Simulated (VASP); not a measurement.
Crystal: Ba.

```
Ba
1.0
     0.00000    4.34000    4.34000
     4.34000    0.00000    4.34000
     4.34000    4.34000    0.00000
Ba
2
Direct
  0.00000 0.00000 0.00000
  0.25000 0.25000 0.25000
```

This isn't the form of Ba at room conditions, which is bcc.

| Quantity | Value |
| --- | --- |
| Program | VASP 6.6.1 |
| Task | relaxation of cell and atoms |
| Functional | r2SCAN |
| Potentials or basis | VASP PAW PBE potentials, release 64 (Ba_sv) |
| Cutoff | 600 eV |
| k mesh | 5 × 5 × 5 |
| Occupations | gaussian, width 0.1 eV |
| Spin | no spin polarisation |

At the start: pressure -0.8 GPa; volume 81.75 Å³/atom.

How do energy, volume and symmetry change on relaxing?

Over 8 steps the energy falls by 133.1 meV/atom and the volume is 56.82 Å³/atom (-30.5 %); space group Fd-3m (No. 227, to 0.1 Å) before and after.

The path:
```csv
step,energy change (eV),largest force (eV/Å),pressure (GPa),volume (Å³)
1,0.0000,0.0000,-0.76,163.49
2,-0.0478,0.0000,-0.95,154.51
3,-0.2061,0.0000,-0.98,129.56
4,0.1329,0.0000,6.76,88.01
5,-0.2483,0.0000,-0.65,121.47
6,-0.2624,0.0000,0.47,110.19
7,-0.2658,0.0000,-0.11,114.54
8,-0.2661,0.0000,-0.03,113.65
```

Final structure:
```
Ba
1.0
     0.00000    3.84452    3.84452
     3.84452    0.00000    3.84452
     3.84452    3.84452    0.00000
Ba
2
Direct
  0.00000 0.00000 0.00000
  0.25000 0.25000 0.25000
```

Caveat: the volume moved by over 15 % at a fixed basis, so the end points are rough; the PAW data sets were made with another functional, which shifts forces and pressure a little.
